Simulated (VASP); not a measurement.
# Si2W: single point with PBE

Crystal: Si2W.

```
Si W
1.0
    -1.51930    1.51930    4.44178
     1.51930   -1.51930    4.44178
     1.51930    1.51930   -4.44178
Si W
2 1
Direct
  0.33457 0.33457 0.00000
  0.66543 0.66543 0.00000
  0.00000 0.00000 0.00000
```

This cell differs from its parent crystal: ratio of the length along z to the lengths across it x 1.2, volume and fractional coordinates fixed.

| Item | Value |
| --- | --- |
| Program | VASP 6.6.1 |
| Task | single point |
| Functional | PBE |
| Potentials or basis | VASP PAW PBE potentials, release 64 (Si, W_sv) |
| Cutoff | 520 eV |
| k mesh | 22 × 22 × 22 |
| Occupations | gaussian, width 0.15 eV |
| Spin | no spin polarisation |
| Dipole correction | no |
| Further INCAR settings | ALGO = Normal; EDIFF = 1e-07; NBANDS = 18 |

The pressure is 3.5 GPa. The largest force is 0.222 eV/Å and the band gap on the k mesh is zero (bands 11 and 12 overlap by 2.57 eV).

Forces on the atoms (eV/Å):
```
Si   0.000  0.000  0.222
Si   0.000  0.000 -0.222
W    0.000  0.000  0.000
```

Stress tensor (GPa, compression positive):
```
 19.57   0.00   0.00
  0.00  19.57   0.00
  0.00   0.00 -28.72
```

Levels at points of the mesh, in eV from the Fermi level:
```tsv
k point	band 8	band 9	band 10	band 11	band 12	band 13	band 14	band 15
(0.00, 0.00, 0.00)	-3.58	-1.96	-1.96	1.65	2.37	3.16	3.97	4.26
(0.50, 0.00, 0.00)	-5.12	-3.24	-1.83	0.11	1.95	2.04	3.93	3.98
(0.50, 0.50, 0.00)	-5.34	-4.66	-4.31	-1.64	1.26	1.70	2.07	3.88
(0.50, 0.50, 0.50)	-2.87	-0.60	-0.60	0.39	0.39	1.27	1.70	4.31
```

Run time: 41 min on 1 thread of Oxide Virtual Turin-like Processor, on a shared host, peak memory 0.67 GiB.

Caveat: the stress differs along the axes, from -29 to 20 GPa; spin-orbit coupling is left out, which moves the levels of the heavy elements.
